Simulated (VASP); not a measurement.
# MgH2 (P6/mmm) in VASP: a series of runs, part 2 of 2

VASP 6.6.1. Earlier steps stand in the parts before.

## (4) Relaxation of cell and atoms, LDA

This run uses another cell than the first one, of 8.57 Å³/atom, 1.235 times its volume.

Contents of INCAR:

```
PREC = Accurate
ENCUT = 600
EDIFF = 1E-6
ISMEAR = -1
SIGMA = 0.01
LREAL = F
LASPH = T
NELM = 60
ALGO = Normal
ISIF = 3
LWAVE = F
LCHARG = F
GGA = CA
IBRION = 2
NSW = 80
EDIFFG = -0.03
```

Contents of KPOINTS:

```
regular mesh
0
Gamma
  9 9 7
```

Contents of POSCAR:

```
MgH2
1.0
    3.0000000000      0.0000000000      0.0000000000
   -1.5000000000      2.5980762114      0.0000000000
    0.0000000000      0.0000000000      3.3000000000
Mg H
1 2
Direct
    0.0000000000      0.0000000000      0.0000000000
    0.3333333333      0.6666666667      0.5000000000
    0.6666666667      0.3333333333      0.5000000000
```

Potentials or basis: VASP PAW LDA potentials, release 64 (Mg, H).

On the command line:

```
cat potpaw_LDA.64/Mg/POTCAR potpaw_LDA.64/H/POTCAR > POTCAR
mpirun -np 1 vasp_std > vasp.out
```

OUTCAR:

```text
PREC = Accurate
   ENCUT = 600
   EDIFF = 1E-6
   ISMEAR = -1
   LREAL = F
   LASPH = T
   NELM = 60
   ISIF = 3
   GGA = CA
   IBRION = 2
   NSW = 80
   EDIFFG = -0.03

 ion  position               nearest neighbor table
   1  0.000  0.000  0.000-
   2  0.333  0.667  0.500-
   3  0.667  0.333  0.500-

  LATTYP: Found a hexagonal cell.
 ALAT       =     3.0000000000
 C/A-ratio  =     1.1000000000

  Lattice vectors:

 A1 = (   3.0000000000,   0.0000000000,   0.0000000000)
 A2 = (  -1.5000000000,   2.5980762114,   0.0000000000)
 A3 = (   0.0000000000,   0.0000000000,   3.3000000000)

Analysis of symmetry for initial positions (statically):
=====================================================================
 Subroutine PRICEL returns:
 Original cell was already a primitive cell.

 Routine SETGRP: Setting up the symmetry group for a
 hexagonal supercell.

 Subroutine GETGRP returns: Found 24 space group operations
 (whereof 24 operations were pure point group operations)
 out of a pool of 24 trial point group operations.

The static configuration has the point symmetry D_6h.

Analysis of symmetry for dynamics (positions and initial velocities):
=====================================================================
 Subroutine PRICEL returns:
 Original cell was already a primitive cell.

 Routine SETGRP: Setting up the symmetry group for a
 hexagonal supercell.

 Subroutine GETGRP returns: Found 24 space group operations
 (whereof 24 operations were pure point group operations)
 out of a pool of 24 trial point group operations.

The dynamic configuration has the point symmetry D_6h.

 Subroutine INISYM returns: Found 24 space group operations
 (whereof 24 operations are pure point group operations),
 and found     1 'primitive' translations

[... 95 lines left out ...]
   NELM   =     60;   NELMIN=  2; NELMDL= -5     # of ELM steps
   EDIFF  = 0.1E-05   stopping-criterion for ELM
   LREAL  =      F    real-space projection
   EDIFFG = -.3E-01   stopping-criterion for IOM
   NSW    =     80    number of steps for IOM
   IBRION =      2    ionic relax: 0-MD 1-quasi-New 2-CG
   NFREE  =      1    steps in history (QN), initial steepest desc. (CG)
   ISIF   =      3    stress and relaxation
   ISYM   =      2    0-nonsym 1-usesym 2-fastsym
   POTIM  = 0.5000    time-step for ionic-motion
   TEBEG  =    0.0;   TEEND  =   0.0 temperature during run
   PSTRESS=    0.0 pullay stress
   NELECT =       4.0000    total number of electrons
   NUPDOWN=      -1.0000    fix difference up-down
   EMIN   =  10.00;   EMAX   =-10.00  energy-range for DOS
   EFERMI =   0.00;   METHOD = LEGACY
   ISMEAR =    -1;   SIGMA  =   0.01  broadening in eV -4-tet -1-fermi 0-gaus
   EFERMI_NEDOS =   21; number of points for ismear=-14 and -15
   IALGO  =     38    algorithm
   IMIX   =      4    mixing-type and parameters
     AMIX     =   0.40;   BMIX     =  1.00
     AMIX_MAG =   1.60;   BMIX_MAG =  1.00
  volume/ion in A,a.u.               =       8.57        57.86
  Fermi-wavevector in a.u.,A,eV,Ry     =   0.880371  1.663660 10.545241  0.775053
  Thomas-Fermi vector in A             =   2.000722
   LORBIT       =      0    0 simple, 1 ext, 2 COOP (PROOUT), +10 PAW based schemes
   GGA     = CA    functional components
   LHFCALC =     F    Hartree Fock is set to
   AEXX    =    0.0000 exact exchange contribution
   IVDW    =     0    specifies the selected vdW correction
   LEPSILON=     F    determine dielectric tensor
   LRPA    =     F    only Hartree local field effects (RPA)
 conjugate gradient relaxation of ions
 non-spin polarized calculation
  energy-cutoff  :      600.00
  volume of cell :       25.72
 maximum number of plane-waves:       876
 NGX is ok and might be reduce to    24
   NGX = 11   NGY = 11   NGZ = 13

--------------------------------------- Ionic step        1  -------------------------------------------

 number of electron       3.9999999 magnetization

 Free energy of the ion-electron system (eV)
  ---------------------------------------------------
  ext. energy  EPLUGINS =         0.00000000
  ---------------------------------------------------
  free energy    TOTEN  =        -7.71309646 eV

  energy without entropy =       -7.71235412  energy(sigma->0) =       -7.71272529

------------------------ aborting loop because EDIFF is reached ----------------------------------------

  FORCE on cell =-STRESS in cart. coord.  units (eV):
  Direction    XX          YY          ZZ          XY          YZ          ZX
  --------------------------------------------------------------------------------------
  -------------------------------------------------------------------------------------
  Total       -0.0319277     -0.0319277     -2.4579065     -0.0000000     -0.0000000      0.0000000
  in kB       -1.9887973     -1.9887973   -153.1048216     -0.0000000     -0.0000000      0.0000000
  external PRESSURE =     -52.3608054 kB  Pullay stress =       0.0000000 kB
[... 733 lines left out ...]
--------------------------------------- Ionic step        9  -------------------------------------------

 number of electron       4.0000000 magnetization

 Free energy of the ion-electron system (eV)
  ---------------------------------------------------
  ext. energy  EPLUGINS =         0.00000000
  ---------------------------------------------------
  free energy    TOTEN  =        -7.86185403 eV

  energy without entropy =       -7.86161400  energy(sigma->0) =       -7.86173402

 E-fermi :   3.9895     XC(G=0): -10.0443

 val. band max:        3.9054956789   @ k =   0.2222   0.1111   0.2857
 cond. band min:       4.0004483129   @ k =   0.3333   0.2222   0.0000
 fundamental gap:      0.0949526341
 Fermi energy:         3.9894861789
[... 246 lines left out ...]
  FREE ENERGIE OF THE ION-ELECTRON SYSTEM (eV)
  ---------------------------------------------------
  free  energy   TOTEN  =        -7.8618540291 eV

  energy  without entropy=       -7.8616140040  energy(sigma->0) =       -7.86173402

 reached required accuracy - stopping structural energy minimisation
```

Wall time 14 s (1 thread of Intel Xeon Platinum 8488C (Sapphire Rapids), shared host); peak memory 0.14 GiB.

Results:

| Quantity | Value |
| --- | --- |
| Free energy | -7.8619 eV |
| Relaxed volume | 7.71 Å³/atom |
| Relaxed cell | a = 3.029 Å, b = 3.029 Å, c = 2.911 Å, α = 90.00°, β = 90.00°, γ = 120.00° |
| Space group after relaxing (to 0.05 Å) | P6/mmm (No. 191) |
| Energy gained by relaxing | 49.6 meV/atom |
| Ionic steps | 9 |
| Pressure after relaxing | 0.2 GPa |
| Band gap on the k mesh | zero (band 2 reaches 8.12 eV, above the bottom of band 3 at 3.00 eV) |

Step by step:
```csv
step,energy change (eV),largest force (eV/Å),pressure (GPa),volume (Å³)
1,0.0000,0.0000,-5.24,25.72
2,-0.0841,0.0000,-3.41,24.68
3,-0.1416,0.0000,2.81,22.36
4,-0.1425,0.0000,1.33,22.80
5,-0.1435,0.0000,1.86,22.65
6,-0.1436,0.0000,2.15,22.56
7,-0.1475,0.0000,0.88,22.92
8,-0.1475,0.0000,0.96,22.89
9,-0.1488,0.0000,0.20,23.14
```

Final structure:
```
Mg H
1.0
     3.02919    0.00000    0.00000
    -1.51459    2.62335    0.00000
     0.00000    0.00000    2.91147
Mg H
1 2
Direct
  0.00000 0.00000 0.00000
  0.33333 0.66667 0.50000
  0.66667 0.33333 0.50000
```

## (5) The runs side by side

```csv
task,cell,cutoff (eV),gap on the mesh (eV),pressure (GPa)
single point,"a = 2.925, b = 2.925, c = 2.809 Å, angles 90.0, 90.0, 120.0°, 3 atoms",520,none,9.2
single point,"a = 3.039, b = 3.039, c = 2.925 Å, angles 90.0, 90.0, 120.0°, 3 atoms",520,none,-0.7
relaxation of cell and atoms,"relaxed from a = 3.000, b = 3.000, c = 3.300 Å, angles 90.0, 90.0, 120.0°, 3 atoms",600,none,0.2
```

Alike in all rows: level LDA; potentials or basis VASP PAW LDA potentials, release 64 (Mg, H); no spin polarisation; k mesh 9 × 9 × 7; smearing fermi-dirac 0.01 eV.

Absolute energies hang on the potentials; compare differences alone.
